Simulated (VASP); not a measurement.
# Na (Pmma) in VASP: single point with LDA

Aim: the single point of Na with LDA.

All numbers are computed with VASP 6.6.1; they aren't measurements. Logs are shortened: lines on timing, memory, paths and dates and some standing lists are left out, and cuts for length are marked.

## Step 1: The cell of the first run

It takes space group Pmma (No. 51, orthorhombic). Conventional cell: a = 4.622 Å, b = 4.270 Å, c = 7.798 Å, α = 90.00°, β = 90.00°, γ = 90.00°. Na (site symmetry mm2) has 8 Na at 4.20 to 4.87 Å within 5.5 Å.

## Step 2: Single point, LDA

File INCAR:

```
ALGO     = Normal         # electronic algorithm
EDIFF    = 1E-6           # SCF threshold, eV
ENCUT    = 520            # plane-wave cutoff, eV
GGA      = CA             # functional
ISIF     = 2              # what is computed and relaxed
ISMEAR   = -1             # smearing method
LASPH    = T              # aspherical terms in the spheres
LCHARG   = F              # write CHGCAR
LREAL    = F              # projectors in reciprocal space
LWAVE    = F              # write WAVECAR
NBANDS   = 14             # bands
NELM     = 80             # most SCF steps
PREC     = Accurate       # precision mode
SIGMA    = 0.1            # smearing width, eV
```

File KPOINTS:

```
k-points
0
Gamma
  4 6 4
```

File POSCAR:

```
Na
1.0
    4.6222090000      0.0000000000      0.0000000000
    0.0000000000      4.2697020000      0.0000000000
    0.0000000000      0.0000000000      7.7983840000
Na
2
Direct
    0.2500000000      0.5000000000      0.2750310000
    0.7500000000      0.5000000000      0.7249690000
```

Potentials or basis: VASP PAW LDA potentials, release 64 (Na_pv).

Run with:

```sh
$ cat potpaw_LDA.64/Na_pv/POTCAR > POTCAR
$ mpirun -np 1 vasp_std > vasp.out
```

OUTCAR:

```text
EDIFF = 1E-6
   ENCUT = 520
   GGA = CA
   ISIF = 2
   ISMEAR = -1
   LASPH = T
   LREAL = F
   NELM = 80
   PREC = Accurate

 ion  position               nearest neighbor table
   1  0.250  0.500  0.275-
   2  0.750  0.500  0.725-

  LATTYP: Found a simple orthorhombic cell.
 ALAT       =     4.2697020000
 B/A-ratio  =     1.0825600944
 C/A-ratio  =     1.8264469043

  Lattice vectors:

 A1 = (   0.0000000000,  -4.2697020000,   0.0000000000)
 A2 = (   4.6222090000,   0.0000000000,   0.0000000000)
 A3 = (   0.0000000000,   0.0000000000,   7.7983840000)

Analysis of symmetry for initial positions (statically):
=====================================================================
 Subroutine PRICEL returns:
 Original cell was already a primitive cell.

 Routine SETGRP: Setting up the symmetry group for a
 simple orthorhombic supercell.

 Subroutine GETGRP returns: Found  8 space group operations
 (whereof  4 operations were pure point group operations)
 out of a pool of  8 trial point group operations.

The static configuration has the point symmetry C_2h.
 The point group associated with its full space group is D_2h.

Analysis of symmetry for dynamics (positions and initial velocities):
=====================================================================
 Subroutine PRICEL returns:
 Original cell was already a primitive cell.

 Routine SETGRP: Setting up the symmetry group for a
 simple orthorhombic supercell.

 Subroutine GETGRP returns: Found  8 space group operations
 (whereof  4 operations were pure point group operations)
 out of a pool of  8 trial point group operations.

The dynamic configuration has the point symmetry C_2h.
 The point group associated with its full space group is D_2h.

 Subroutine INISYM returns: Found  8 space group operations
 (whereof  4 operations are pure point group operations),
 and found     1 'primitive' translations

----------------------------------------------------------------------------------------

                                     Primitive cell

  volume of cell :     153.9047

  direct lattice vectors                    reciprocal lattice vectors
     4.622209000  0.000000000  0.000000000     0.216346773  0.000000000  0.000000000
     0.000000000  4.269702000  0.000000000     0.000000000  0.234208383  0.000000000
     0.000000000  0.000000000  7.798384000     0.000000000  0.000000000  0.128231695

  length of vectors
     4.622209000  4.269702000  7.798384000     0.216346773  0.234208383  0.128231695

  position of ions in fractional coordinates (direct lattice)
     0.250000000  0.500000000  0.275031000
     0.750000000  0.500000000  0.724969000

  ion indices of the primitive-cell ions
   primitive index   ion index
                 1           1
                 2           2

----------------------------------------------------------------------------------------

 KPOINTS: k-points

Automatic generation of k-mesh.
 Grid dimensions read from file:
 generate k-points for:    4    6    4

 Generating k-lattice:

  Cartesian coordinates                     Fractional coordinates (reciprocal lattice)
     0.054086693  0.000000000  0.000000000     0.250000000  0.000000000  0.000000000
     0.000000000  0.039034730  0.000000000     0.000000000  0.166666667  0.000000000
     0.000000000  0.000000000  0.032057924     0.000000000  0.000000000  0.250000000

  Length of vectors
     0.054086693  0.039034730  0.032057924

  Shift w.r.t. Gamma in fractional coordinates (k-lattice)
     0.000000000  0.000000000  0.000000000

 Subroutine IBZKPT returns following result:
 ===========================================

 Found     36 irreducible k-points:

 Following reciprocal coordinates:
            Coordinates               Weight
  0.000000  0.000000  0.000000      1.000000
  0.250000  0.000000  0.000000      2.000000
  0.500000  0.000000  0.000000      1.000000
  0.000000  0.166667  0.000000      2.000000
  0.250000  0.166667  0.000000      4.000000
  0.500000  0.166667  0.000000      2.000000
[... 16 lines left out ...]
  0.250000  0.500000  0.250000      4.000000
  0.500000  0.500000  0.250000      2.000000
 [... further k-points ...]
   k-points           NKPTS =     36   k-points in BZ     NKDIM =     36   number of bands    NBANDS=     14
   number of dos      NEDOS =    301   number of ions     NIONS =      2
   total plane-waves  NPLWV =  69120
   dimension x,y,z NGX =    36 NGY =   32 NGZ =   60
   dimension x,y,z NGXF=    72 NGYF=   64 NGZF=  120
   ions per type =               2
   NGX,Y,Z   is equivalent  to a cutoff of  12.95, 12.46, 12.79 a.u.
   NGXF,Y,Z  is equivalent  to a cutoff of  25.90, 24.92, 25.58 a.u.
 SYSTEM =  unknown system
   PREC   = accura    normal or accurate (medium, high low for compatibility)
   ISTART =      0    job   : 0-new  1-cont  2-samecut
   ICHARG =      2    charge: 1-file 2-atom 10-const
   ISPIN  =      1    spin polarized calculation?
   LNONCOLLINEAR =      F non collinear calculations
   LSORBIT =      F    spin-orbit coupling
   LASPH  =      T    aspherical Exc in radial PAW
   ENCUT  =  520.0 eV  38.22 Ry    6.18 a.u.   8.59  7.94 14.50*2*pi/ulx,y,z
   NELM   =     80;   NELMIN=  2; NELMDL= -5     # of ELM steps
   EDIFF  = 0.1E-05   stopping-criterion for ELM
   LREAL  =      F    real-space projection
   EDIFFG = 0.1E-04   stopping-criterion for IOM
   NSW    =      0    number of steps for IOM
   IBRION =     -1    ionic relax: 0-MD 1-quasi-New 2-CG
   NFREE  =      0    steps in history (QN), initial steepest desc. (CG)
   ISIF   =      2    stress and relaxation
   ISYM   =      2    0-nonsym 1-usesym 2-fastsym
   POTIM  = 0.5000    time-step for ionic-motion
   TEBEG  =    0.0;   TEEND  =   0.0 temperature during run
   PSTRESS=    0.0 pullay stress
   NELECT =      14.0000    total number of electrons
   NUPDOWN=      -1.0000    fix difference up-down
   EMIN   =  10.00;   EMAX   =-10.00  energy-range for DOS
   EFERMI =   0.00;   METHOD = LEGACY
   ISMEAR =    -1;   SIGMA  =   0.10  broadening in eV -4-tet -1-fermi 0-gaus
   EFERMI_NEDOS =   21; number of points for ismear=-14 and -15
   IALGO  =     38    algorithm
   IMIX   =      4    mixing-type and parameters
     AMIX     =   0.40;   BMIX     =  1.00
     AMIX_MAG =   1.60;   BMIX_MAG =  1.00
  volume/ion in A,a.u.               =      76.95       519.30
  Fermi-wavevector in a.u.,A,eV,Ry     =   0.736264  1.391337  7.375511  0.542085
  Thomas-Fermi vector in A             =   1.829661
   LORBIT       =      0    0 simple, 1 ext, 2 COOP (PROOUT), +10 PAW based schemes
   GGA     = CA    functional components
   LHFCALC =     F    Hartree Fock is set to
   AEXX    =    0.0000 exact exchange contribution
   IVDW    =     0    specifies the selected vdW correction
   LEPSILON=     F    determine dielectric tensor
   LRPA    =     F    only Hartree local field effects (RPA)
 non-spin polarized calculation
  energy-cutoff  :      520.00
  volume of cell :      153.90
 maximum number of plane-waves:      4184
 NGX is ok and might be reduce to    36
   NGX = 17   NGY = 15   NGZ = 29

 number of electron      14.0000012 magnetization

 Free energy of the ion-electron system (eV)
  ---------------------------------------------------
  ext. energy  EPLUGINS =         0.00000000
  ---------------------------------------------------
  free energy    TOTEN  =        -2.06698503 eV

  energy without entropy =       -2.00989983  energy(sigma->0) =       -2.03844243

 E-fermi :  -1.2621     XC(G=0):  -4.9665

 val. band max:       -1.2996841011   @ k =   0.5000   0.1667   0.0000
 cond. band min:      -1.1887042796   @ k =   0.2500   0.1667   0.2500
 fundamental gap:      0.1109798215
 Fermi energy:        -1.2620783459

 k-point     1 :       0.0000    0.0000    0.0000
  band No.  band energies     occupation
      1     -26.9199      2.00000
      2     -26.9195      2.00000
      3     -26.9193      2.00000
      4     -26.9166      2.00000
      5     -26.9156      2.00000
      6     -26.9153      2.00000
      7      -3.2840      2.00000
      8      -0.9313      0.07058
      9      -0.6165      0.00314
     10       3.4720      0.00000
     11       3.8209      0.00000
     12       4.6827      0.00000
     13       4.6940      0.00000
     14       5.6011      0.00000

 k-point     2 :       0.2500    0.0000    0.0000
  band No.  band energies     occupation
      1     -26.9198      2.00000
      2     -26.9195      2.00000
      3     -26.9189      2.00000
      4     -26.9175      2.00000
      5     -26.9160      2.00000
      6     -26.9157      2.00000
      7      -2.8404      2.00000
      8      -0.5113      0.00110
      9      -0.1934      0.00005
     10       0.7030      0.00000
     11       2.9633      0.00000
     12       3.1940      0.00000
     13       5.0833      0.00000
     14       5.4185      0.00000

 k-point     3 :       0.5000    0.0000    0.0000
  band No.  band energies     occupation
      1     -26.9196      2.00000
      2     -26.9196      2.00000
      3     -26.9184      2.00000
      4     -26.9184      2.00000
      5     -26.9163      2.00000
      6     -26.9163      2.00000
      7      -1.5273      1.86826
      8      -1.5273      1.86826
      9       0.8443      0.00000
     10       0.8443      0.00000
     11       1.1021      0.00000
     12       1.1021      0.00000
     13       6.2657      0.00000
     14       6.2657      0.00000
[... 324 lines left out ...]
 k-point    23 :       0.2500    0.5000    0.2500
  band No.  band energies     occupation
      1     -26.9236      2.00000
      2     -26.9233      2.00000
      3     -26.9185      2.00000
      4     -26.9172      2.00000
      5     -26.9157      2.00000
      6     -26.9154      2.00000
      7      -0.8995      0.05185
      8      -0.3407      0.00020
      9       0.3981      0.00000
     10       0.8486      0.00000
     11       2.5571      0.00000
     12       2.8231      0.00000
     13       2.9702      0.00000
     14       3.5798      0.00000

 k-point    24 :       0.5000    0.5000    0.2500
  band No.  band energies     occupation
      1     -26.9234      2.00000
      2     -26.9234      2.00000
      3     -26.9182      2.00000
      4     -26.9182      2.00000
      5     -26.9159      2.00000
      6     -26.9159      2.00000
      7       0.4261      0.00000
      8       0.4261      0.00000
      9       0.8676      0.00000
     10       0.8676      0.00000
     11       1.6984      0.00000
     12       1.6984      0.00000
     13       2.2767      0.00000
     14       2.2767      0.00000

 [... further k-points ...]
[... 5 lines left out ...]
  --------------------------------------------------------------------------------------
  -------------------------------------------------------------------------------------
  Total       -1.4007376     -1.2254171     -1.3515054      0.0000000      0.0000000      0.0000000
  in kB      -14.5819498    -12.7568295    -14.0694337      0.0000000      0.0000000      0.0000000
  external PRESSURE =     -13.8027377 kB  Pullay stress =       0.0000000 kB

 VOLUME and BASIS-vectors are now :
 -----------------------------------------------------------------------------
  energy-cutoff  :      520.00
  volume of cell :      153.90
      direct lattice vectors                 reciprocal lattice vectors
     4.622209000  0.000000000  0.000000000     0.216346773  0.000000000  0.000000000
     0.000000000  4.269702000  0.000000000     0.000000000  0.234208383  0.000000000
     0.000000000  0.000000000  7.798384000     0.000000000  0.000000000  0.128231695

 POSITION                                       TOTAL-FORCE (eV/Angst)
 -----------------------------------------------------------------------------------
      1.15555      2.13485      2.14480         0.000000      0.000000      0.037324
      3.46666      2.13485      5.65359        -0.000000     -0.000000     -0.037324
 -----------------------------------------------------------------------------------
    total drift:                                0.000000      0.000000     -0.000000

  FREE ENERGIE OF THE ION-ELECTRON SYSTEM (eV)
  ---------------------------------------------------
  free  energy   TOTEN  =        -2.0669850274 eV

  energy  without entropy=       -2.0098998331  energy(sigma->0) =       -2.03844243
```

Run time: 27 s. Hardware: 1 thread of Intel Xeon Platinum 8488C (Sapphire Rapids), shared host; peak memory 0.22 GiB.

What came out:

```yaml
Free_energy: -2.0670 eV
Pressure: -1.4 GPa
Largest_force: 0.037 eV/Å
Band_gap_on_the_k_mesh: zero (bands 7 and 8 overlap by 3.21 eV)
```

Forces in eV/Å, atoms in the order of the input:
```
Na   0.000  0.000  0.037
Na   0.000  0.000 -0.037
```
